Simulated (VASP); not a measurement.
Wanted: the native input for a VASP 6.6.1 run.

| Quantity | Value |
| --- | --- |
| Task | single point |
| Functional | PBE |
| Potentials or basis | VASP PAW PBE potentials, release 64 (As) |
| Cutoff | 520 eV |
| k mesh | 7 × 7 × 7 |
| Occupations | methfessel-paxton, width 0.05 eV |
| Spin | no spin polarisation |
| Dipole correction | no |
| Further INCAR settings | ALGO = Normal; EDIFF = 1e-06; NBANDS = 8 |

The structure of As lies in POSCAR:

```
As
1.0
    2.7100410000     -0.0173790000     -0.0118580000
   -0.0173790000      2.7297000000      0.0332640000
   -0.0118580000      0.0332640000      2.6721930000
As
1
Direct
    0.4843510000      0.5055250000      0.4963750000
```

One way to write it, as run:

INCAR

```
  ALGO = Normal
  EDIFF = 1E-6
  ENCUT = 520
  GGA = PE
  ISIF = 2
  ISMEAR = 1
  LASPH = T
  LCHARG = F
  LREAL = F
  LWAVE = F
  NBANDS = 8
  NELM = 60
  PREC = Accurate
  SIGMA = 0.05
```

KPOINTS

```
k-points
0
Gamma
  7 7 7
```

Potentials or basis: VASP PAW PBE potentials, release 64 (As).

Launch:

```bash
$ cat potpaw_PBE.64/As/POTCAR > POTCAR
$ mpirun -np 1 vasp_std > vasp.out
```

It gave:

| Property | Result |
| --- | --- |
| Pressure | 2.8 GPa |
| Band gap on the k mesh | zero (an odd number of electrons rules out a gap without spin polarisation) |

Caveat: the stress differs along the axes, from -0 to 7 GPa.

Run time: 27 s on 1 thread of Intel Xeon 8259CL, with other jobs on the host, peak memory 0.14 GiB.
